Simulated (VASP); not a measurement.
# Ge (Imma) in VASP: notebook, part 2 of 2

VASP 6.6.1.

## Step 3: Single point, PBE

Contents of INCAR:

```
PREC = Accurate ; ENCUT = 500
EDIFF = 1E-6 ; ISMEAR = 0
SIGMA = 0.03 ; LREAL = F
LASPH = T ; NELM = 120
ALGO = Normal ; ISIF = 2
LWAVE = F ; LCHARG = F
GGA = PE ; NBANDS = 21
GGA_COMPAT = F
```

Contents of KPOINTS:

```
Automatic mesh
0
Gamma
  11 11 11
```

Contents of POSCAR:

```
Ge
1.0
   -2.4958980000      2.6508630000      1.4369470000
    2.4958980000     -2.6508630000      1.4369470000
    2.4958980000      2.6508630000     -1.4369470000
Ge
2
Direct
    0.3140570000      0.0640570000      0.2500000000
    0.6859430000      0.9359430000      0.7500000000
```

Potentials or basis: VASP PAW PBE potentials, release 64 (Ge_d).

Command:

```
$ cat potpaw_PBE.64/Ge_d/POTCAR > POTCAR
$ mpirun -np 1 vasp_std > vasp.out
```

It took 96 s on 1 thread of Intel Xeon 6975P-C, shared host; peak memory 0.26 GiB.

It converged, with:

| Item | Value |
| --- | --- |
| Free energy | -8.5577 eV |
| Pressure | 0.9 GPa |
| Largest force | 0.062 eV/Å |
| Band gap on the k mesh | zero (band 14 reaches 8.62 eV, above the bottom of band 15 at 3.41 eV) |

Forces on the atoms (eV/Å):
```
Ge   0.000  0.000  0.062
Ge   0.000  0.000 -0.062
```

Stress tensor (GPa, compression positive):
```
 2.25  0.00  0.00
 0.00 -0.34  0.00
 0.00  0.00  0.79
```

Levels at points of the mesh, in eV from the Fermi level:
```
           k point  band 11  band 12  band 13  band 14  band 15  band 16  band 17  band 18
(0.00, 0.00, 0.00)   -13.12    -3.84    -2.37    -1.93     3.45     6.93     7.15     7.87
```

## Step 4: Single point, PBE

Contents of INCAR:

```
SYSTEM = Ge
ALGO = Normal ; EDIFF = 1E-6
ENCUT = 500 ; GGA = PE
GGA_COMPAT = .False. ; ISIF = 2
ISMEAR = 0 ; LASPH = .True.
LCHARG = .True. ; LELF = .True.
LREAL = .False. ; LVHAR = .True.
LWAVE = .False. ; NBANDS = 21
NELM = 120 ; PREC = Accurate
SIGMA = 0.011
```

Contents of KPOINTS:

```
k-points
0
Gamma
  11 11 11
  0 0 0
```

POSCAR is that of step 3.

Potentials or basis: VASP PAW PBE potentials, release 64 (Ge_d).

Command:

```
$ cat potpaw_PBE.64/Ge_d/POTCAR > POTCAR
$ mpirun -np 1 vasp_std > vasp.out
```

OUTCAR:

```text
SYSTEM = Ge
   EDIFF = 1E-6
   ENCUT = 500
   GGA = PE
   ISIF = 2
   ISMEAR = 0
   LASPH = .True.
   LREAL = .False.
   NELM = 120
   PREC = Accurate

 ion  position               nearest neighbor table
   1  0.314  0.064  0.250-   2 2.68   2 2.68   2 2.72   2 2.72
   2  0.686  0.936  0.750-   1 2.68   1 2.68   1 2.72   1 2.72

  LATTYP: Found a body centered orthorhombic cell.
 ALAT       =     2.8738940000
 B/A-ratio  =     1.7369450648
 C/A-ratio  =     1.8447882907

  Lattice vectors:

 A1 = (   2.4958980000,  -2.6508630000,   1.4369470000)
 A2 = (  -2.4958980000,  -2.6508630000,  -1.4369470000)
 A3 = (   2.4958980000,   2.6508630000,  -1.4369470000)

Analysis of symmetry for initial positions (statically):
=====================================================================
 Subroutine PRICEL returns:
 Original cell was already a primitive cell.

 Routine SETGRP: Setting up the symmetry group for a
 body centered orthorhombic supercell.

 Subroutine GETGRP returns: Found  8 space group operations
 (whereof  4 operations were pure point group operations)
 out of a pool of  8 trial point group operations.

[... 161 lines left out ...]
  free energy    TOTEN  =        -8.55739671 eV

  energy without entropy =       -8.55727906  energy(sigma->0) =       -8.55733788

 E-fermi :   6.5544     XC(G=0): -11.1900

 val. band max:        6.5482830973   @ k =   0.4545   0.2727   0.0909
 cond. band min:       6.5551071325   @ k =   0.4545   0.1818  -0.0000
 fundamental gap:      0.0068240353
 Fermi energy:         6.5543788485

 k-point     1 :       0.0000    0.0000    0.0000
  band No.  band energies     occupation
      1     -18.2237      2.00000
      2     -18.1477      2.00000
      3     -18.1453      2.00000
      4     -18.1414      2.00000
      5     -18.1089      2.00000
      6     -18.0729      2.00000
[... 565 lines left out ...]
     20      17.3665      0.00000
     21      17.5510      0.00000

 [... further k-points ...]

------------------------ aborting loop because EDIFF is reached ----------------------------------------

  FORCE on cell =-STRESS in cart. coord.  units (eV):
  Direction    XX          YY          ZZ          XY          YZ          ZX
  --------------------------------------------------------------------------------------
  -------------------------------------------------------------------------------------
  Total        0.5677969     -0.1343030      0.2129990      0.0000000      0.0000000      0.0000000
  in kB       23.9215193     -5.6582411      8.9737366      0.0000000      0.0000000      0.0000000
  external PRESSURE =       9.0790049 kB  Pullay stress =       0.0000000 kB

 VOLUME and BASIS-vectors are now :
 -----------------------------------------------------------------------------
  energy-cutoff  :      500.00
  volume of cell :       38.03
      direct lattice vectors                 reciprocal lattice vectors
    -2.495898000  2.650863000  1.436947000     0.000000000  0.188617820  0.347959946
     2.495898000 -2.650863000  1.436947000     0.200328699  0.000000000  0.347959946
     2.495898000  2.650863000 -1.436947000     0.200328699  0.188617820  0.000000000

 POSITION                                       TOTAL-FORCE (eV/Angst)
 -----------------------------------------------------------------------------------
      0.00000      1.32543      0.18409         0.000000     -0.000000      0.062532
      2.49590      1.32543      1.25285        -0.000000      0.000000     -0.062532
 -----------------------------------------------------------------------------------
    total drift:                               -0.000000     -0.000000      0.000000

  FREE ENERGIE OF THE ION-ELECTRON SYSTEM (eV)
  ---------------------------------------------------
  free  energy   TOTEN  =        -8.5573967060 eV

  energy  without entropy=       -8.5572790579  energy(sigma->0) =       -8.55733788
```

OSZICAR:

```text
N       E                     dE             d eps       ncg     rms          rms(c)
DAV:   1     0.171632072821E+03    0.17163E+03   -0.13996E+04 10449   0.371E+03
DAV:   2     0.146456164435E+02   -0.15699E+03   -0.15245E+03  9112   0.578E+02
DAV:   3    -0.793008607629E+01   -0.22576E+02   -0.22407E+02 10410   0.130E+02
DAV:   4    -0.856511670265E+01   -0.63503E+00   -0.63461E+00 10120   0.253E+01
DAV:   5    -0.857456713758E+01   -0.94504E-02   -0.94502E-02 10336   0.339E+00    0.200E+00
DAV:   6    -0.856222390635E+01    0.12343E-01   -0.18214E-02 12269   0.227E+00    0.113E+00
DAV:   7    -0.855751566909E+01    0.47082E-02   -0.13527E-02 12410   0.174E+00    0.108E-01
DAV:   8    -0.855739283361E+01    0.12284E-03   -0.20927E-03 11741   0.798E-01    0.379E-02
DAV:   9    -0.855739735738E+01   -0.45238E-05   -0.61559E-05 11802   0.106E-01    0.121E-02
DAV:  10    -0.855739670598E+01    0.65139E-06   -0.38450E-06  9322   0.252E-02
   1 F= -.85573967E+01 E0= -.85573379E+01  d E =-.117648E-03
```

Wall time 2.1 min (1 thread of Intel Xeon 6975P-C, shared host); peak memory 0.26 GiB.

What came out:

```yaml
Free_energy: -8.5574 eV
Pressure: 0.9 GPa
Largest_force: 0.063 eV/Å
Band_gap_on_the_k_mesh: zero (band 14 reaches 8.62 eV, above the bottom of band 15 at 3.41 eV)
```

Forces in eV/Å, atoms in the order of the input:
```
Ge   0.000  0.000  0.063
Ge   0.000  0.000 -0.063
```

Stress tensor (GPa, compression positive):
```
 2.39  0.00  0.00
 0.00 -0.57  0.00
 0.00  0.00  0.90
```

## Step 5: Single point, PBE

Contents of INCAR:

```
SYSTEM = Ge
PREC     = Accurate       ! precision mode
ENCUT    = 500            ! plane-wave cutoff, eV
EDIFF    = 1E-6           ! SCF threshold, eV
ISMEAR   = 0              ! smearing method
SIGMA    = 0.026000000000000002 ! smearing width, eV
LREAL    = .FALSE.        ! projectors in reciprocal space
LASPH    = .TRUE.         ! aspherical terms in the spheres
NELM     = 120            ! most SCF steps
ALGO     = Normal         ! electronic algorithm
ISIF     = 2              ! what is computed and relaxed
LWAVE    = .FALSE.        ! write WAVECAR
LCHARG   = .TRUE.         ! write CHGCAR
GGA      = PE             ! functional
LELF     = .TRUE.         ! ELF
LVHAR    = .TRUE.       
NBANDS   = 21             ! bands
GGA_COMPAT= .FALSE.
```

Contents of KPOINTS:

```
Automatic mesh
0
G
  11 11 11
  0 0 0
```

POSCAR is that of step 4.

Potentials or basis: VASP PAW PBE potentials, release 64 (Ge_d).

Command:

```
$ cat potpaw_PBE.64/Ge_d/POTCAR > POTCAR
$ mpirun -np 1 vasp_std > vasp.out
```

OUTCAR:

```text
SYSTEM = Ge
   PREC = Accurate
   ENCUT = 500
   EDIFF = 1E-6
   ISMEAR = 0
   LREAL = .FALSE.
   LASPH = .TRUE.
   NELM = 120
   ISIF = 2
   GGA = PE

 ion  position               nearest neighbor table
   1  0.314  0.064  0.250-   2 2.68   2 2.68   2 2.72   2 2.72
   2  0.686  0.936  0.750-   1 2.68   1 2.68   1 2.72   1 2.72

  LATTYP: Found a body centered orthorhombic cell.
 ALAT       =     2.8738940000
 B/A-ratio  =     1.7369450648
 C/A-ratio  =     1.8447882907

  Lattice vectors:

 A1 = (   2.4958980000,  -2.6508630000,   1.4369470000)
 A2 = (  -2.4958980000,  -2.6508630000,  -1.4369470000)
 A3 = (   2.4958980000,   2.6508630000,  -1.4369470000)

Analysis of symmetry for initial positions (statically):
=====================================================================
 Subroutine PRICEL returns:
 Original cell was already a primitive cell.

 Routine SETGRP: Setting up the symmetry group for a
 body centered orthorhombic supercell.

 Subroutine GETGRP returns: Found  8 space group operations
 (whereof  4 operations were pure point group operations)
[... 162 lines left out ...]
  ---------------------------------------------------
  free energy    TOTEN  =        -8.55759534 eV

  energy without entropy =       -8.55719633  energy(sigma->0) =       -8.55739584

 E-fermi :   6.5558     XC(G=0): -11.1900

 val. band max:        6.5550609464   @ k =   0.4545   0.1818  -0.0000
 cond. band min:       6.5574031194   @ k =   0.4545   0.4545  -0.0000
 fundamental gap:      0.0023421730
 Fermi energy:         6.5557864576

 k-point     1 :       0.0000    0.0000    0.0000
  band No.  band energies     occupation
      1     -18.2237      2.00000
      2     -18.1480      2.00000
      3     -18.1457      2.00000
      4     -18.1416      2.00000
      5     -18.1093      2.00000
      6     -18.0730      2.00000
[... 565 lines left out ...]
     20      17.3665      0.00000
     21      17.5509      0.00000

 [... further k-points ...]

------------------------ aborting loop because EDIFF is reached ----------------------------------------

  FORCE on cell =-STRESS in cart. coord.  units (eV):
  Direction    XX          YY          ZZ          XY          YZ          ZX
  --------------------------------------------------------------------------------------
  -------------------------------------------------------------------------------------
  Total        0.5388589     -0.0878006      0.1912882      0.0000000      0.0000000      0.0000000
  in kB       22.7023471     -3.6990741      8.0590495      0.0000000      0.0000000      0.0000000
  external PRESSURE =       9.0207742 kB  Pullay stress =       0.0000000 kB

 VOLUME and BASIS-vectors are now :
 -----------------------------------------------------------------------------
  energy-cutoff  :      500.00
  volume of cell :       38.03
      direct lattice vectors                 reciprocal lattice vectors
    -2.495898000  2.650863000  1.436947000     0.000000000  0.188617820  0.347959946
     2.495898000 -2.650863000  1.436947000     0.200328699  0.000000000  0.347959946
     2.495898000  2.650863000 -1.436947000     0.200328699  0.188617820  0.000000000

 POSITION                                       TOTAL-FORCE (eV/Angst)
 -----------------------------------------------------------------------------------
      0.00000      1.32543      0.18409         0.000000      0.000000      0.062310
      2.49590      1.32543      1.25285        -0.000000     -0.000000     -0.062310
 -----------------------------------------------------------------------------------
    total drift:                               -0.000000     -0.000000      0.000000

  FREE ENERGIE OF THE ION-ELECTRON SYSTEM (eV)
  ---------------------------------------------------
  free  energy   TOTEN  =        -8.5575953442 eV

  energy  without entropy=       -8.5571963322  energy(sigma->0) =       -8.55739584
```

stdout:

```text
POSCAR found type information on POSCAR Ge
 POSCAR found :  1 types and       2 ions
 scaLAPACK will be used
 LDA part: xc-table for (Slater+PW92), standard interpolation
 POSCAR, INCAR and KPOINTS ok, starting setup
 FFT: planning ... GRIDC
 FFT: planning ... GRID_SOFT
 FFT: planning ... GRID
 WAVECAR not read
 entering main loop
```

Run time: 2.1 min. Hardware: 1 thread of Intel Xeon 6975P-C, shared host; peak memory 0.26 GiB.

What came out:

- Free energy: -8.5576 eV
- Pressure: 0.9 GPa
- Largest force: 0.062 eV/Å
- Band gap on the k mesh: zero (band 14 reaches 8.62 eV, above the bottom of band 15 at 3.41 eV)

Forces on the atoms (eV/Å):
```
Ge   0.000  0.000  0.062
Ge   0.000  0.000 -0.062
```

## Step 6: Overview

```csv
smearing,gap on the mesh (eV),pressure (GPa),largest force (eV/Å)
gaussian 0.029 eV,none,0.9,0.06
gaussian 0.03 eV,none,0.9,0.06
gaussian 0.011 eV,none,0.9,0.06
gaussian 0.026 eV,none,0.9,0.06
```

Alike in all rows: task single point; level PBE; potentials or basis VASP PAW PBE potentials, release 64 (Ge_d); no spin polarisation; cell as given; k mesh 11 × 11 × 11; cutoff (eV) 500.

Every run on the cell as given and a fine mesh finds a metal.

Total energies depend on the potentials used, so only differences within one code and one set of settings carry meaning.
